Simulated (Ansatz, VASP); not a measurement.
## Two plane-wave programs on HfSi3

```
CELL_PARAMETERS angstrom
4.10177 0.00000 0.00000
0.00000 4.10177 0.00000
0.00000 0.00000 4.10177
ATOMIC_POSITIONS crystal
Hf 0.00000 0.00000 0.00000
Si 0.00000 0.50000 0.50000
Si 0.50000 0.50000 0.00000
Si 0.50000 0.00000 0.50000
```

Alike in both runs: task single point; functional PBE; k mesh 8 × 8 × 8; occupations gaussian, width 0.05 eV; no spin polarisation.

|  | VASP | Ansatz |
| --- | --- | --- |
| version | VASP 6.6.1 | Ansatz 0.2.0 |
| potentials or method | VASP PAW PBE potentials, release 64 (Hf_pv, Si), cutoff 520 eV | scalar-relativistic, plane waves, PAW |
| valence electrons in the cell | 22 | 38 |

|  | VASP | Ansatz | Ansatz less VASP |
| --- | --- | --- | --- |
| gap on the k mesh at the Fermi level (eV) | none | none | - |
| pressure (GPa) | -9.0 | -8.7 | +0.28 |

A gap of «none» marks a metal or a gap that the smearing closes. With one functional, cell and mesh, what is left measures potentials, basis and numerics. VASP's potentials hold 22 valence electrons a cell and Ansatz's 38, so a difference there can come from the potentials and not from the codes.

Neither program's run includes spin-orbit coupling.
